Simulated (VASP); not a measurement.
Here is a VASP 6.6.1 calculation.

Contents of INCAR:

```
ALGO = Normal
EDIFF = 1E-7
ENCUT = 520
GGA = PE
ISIF = 2
ISMEAR = 0
LASPH = T
LCHARG = T
LELF = T
LREAL = F
LVHAR = T
LWAVE = F
NBANDS = 39
NELM = 100
PREC = Accurate
SIGMA = 0.1
```

File KPOINTS:

```
k-points
0
Gamma
  4 4 4
```

POSCAR

```
YGaS
1.0
    4.3306978700      0.0000000000      0.0000000000
    0.0000000000      4.3306978700      0.0000000000
    0.0000000000      0.0000000000      6.1245316600
Y Ga S
2 2 2
Direct
    0.5000000000      0.5000000000      0.2500000000
    0.5000000000      0.5000000000      0.7500000000
    0.0000000000      0.0000000000      0.7500000000
    0.0000000000      0.0000000000      0.2500000000
    0.0000000000      0.5000000000      0.0000000000
    0.5000000000      0.0000000000      0.5000000000
```

Potentials or basis: VASP PAW PBE potentials, release 64 (Y_sv, Ga_d, S).

Launch:

```bash
$ cat potpaw_PBE.64/Y_sv/POTCAR potpaw_PBE.64/Ga_d/POTCAR potpaw_PBE.64/S/POTCAR > POTCAR
$ mpirun -np 1 vasp_std > vasp.out
```

(1) What does it give for the pressure?

(2) What does it give for the band gap on the k mesh?

Results:

(1) 13.8 GPa.

(2) zero (band 30 reaches 7.58 eV, above the bottom of band 31 at 6.37 eV).

Caveat: the k points lie up to 0.36 Å⁻¹ apart.
